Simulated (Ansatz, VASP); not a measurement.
GaP2: VASP beside Ansatz

```
Ga P
1.0
     5.68660    0.00000    0.00000
     0.00000    5.68660    0.00000
     0.00000    0.00000    3.77172
Ga P
2 4
Direct
  0.00000 0.00000 0.00000
  0.50000 0.50000 0.50000
  0.31080 0.31080 0.00000
  0.18920 0.81080 0.50000
  0.68920 0.68920 0.00000
  0.81080 0.18920 0.50000
```

Alike in both runs: functional PBE; k mesh 4 × 4 × 6; occupations gaussian, width 0.1 eV; no spin polarisation.

Ansatz relaxed the structure, and its values are those at the end. VASP's run is a single point on that final structure, the one shown.

|  | VASP | Ansatz |
| --- | --- | --- |
| version | VASP 6.6.1 | Ansatz 0.2.0 |
| potentials or method | VASP PAW PBE potentials, release 64 (Ga_d, P), cutoff 520 eV | scalar-relativistic, plane waves, PAW |
| valence electrons in the cell | 46 | 46 |

|  | VASP | Ansatz | Ansatz less VASP |
| --- | --- | --- | --- |
| gap on the k mesh at the Fermi level (eV) | none | none | - |
| pressure (GPa) | 0.1 | 0.1 | +0.01 |
| rms of the force components (eV/Å) | 0.005 | 0.003 | -0.0028 |

A gap of «none» marks a metal or a gap that the smearing closes. With one functional, cell and mesh, what is left measures potentials, basis and numerics.
